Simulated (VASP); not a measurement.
Write the native input for VASP 6.6.1 that does the following.

| Item | Value |
| --- | --- |
| Task | single point |
| Functional | RPBE |
| Potentials or basis | VASP PAW PBE potentials, release 64 (Hf_pv, In_d, Si, O) |
| Cutoff | 520 eV |
| k mesh | 4 × 4 × 4 |
| Occupations | fermi-dirac, width 0.05 eV |
| Spin | no spin polarisation |
| Dipole correction | no |
| Further INCAR settings | ALGO = Normal; EDIFF = 1e-06; NBANDS = 63 |

The structure of HfIn4SiO6 lies in POSCAR:

```
HfIn4SiO6
1.0
    2.4304017549     -8.4810386567      0.0026167643
    2.4304017549      8.4810386567      0.0026167643
   -0.9973545600      0.0000000000      4.7614257916
Hf In Si O
1 4 1 6
Direct
    0.0000000000      0.0000000000      0.0000000000
    0.6582479362      0.3417520638      0.0000000000
    0.1575274157      0.8424725843      0.5000000000
    0.3417520638      0.6582479362      0.0000000000
    0.8424725843      0.1575274157      0.5000000000
    0.5000000000      0.5000000000      0.5000000000
    0.7296536794      0.7296536794      0.2706411790
    0.2703463206      0.2703463206      0.7293588210
    0.1970377292      0.3530320907      0.2751150048
    0.6469679093      0.8029622708      0.7248849952
    0.8029622708      0.6469679093      0.7248849952
    0.3530320907      0.1970377292      0.2751150048
```

One way to write it, as run:

INCAR

```
SYSTEM = HfIn4SiO6
PREC = Accurate
ENCUT = 520
EDIFF = 1E-6
ISMEAR = -1
SIGMA = 0.05
LREAL = .FALSE.
LASPH = .TRUE.
NELM = 60
ALGO = Normal
ISIF = 2
LWAVE = .FALSE.
LCHARG = .FALSE.
GGA = RP
NBANDS = 63
```

KPOINTS

```
regular mesh
0
G
  4 4 4
  0 0 0
```

Potentials or basis: VASP PAW PBE potentials, release 64 (Hf_pv, In_d, Si, O).

Launch:

```bash
$ cat potpaw_PBE.64/Hf_pv/POTCAR potpaw_PBE.64/In_d/POTCAR potpaw_PBE.64/Si/POTCAR potpaw_PBE.64/O/POTCAR > POTCAR
$ mpirun -np 1 vasp_std > vasp.out
```

Results of the run:

The pressure is -0.6 GPa and the largest force is 0.183 eV/Å. The band gap on the k mesh is 0.11 eV (least direct gap 0.25 eV).

Caveat: the PAW data sets were made with another functional, which shifts forces and pressure a little; spin-orbit coupling is left out, which moves the levels of the heavy elements.

It took 3.8 min on 1 thread of Intel(R) Xeon(R) 6975P-C (Granite Rapids) (shared host), peak memory 0.58 GiB.
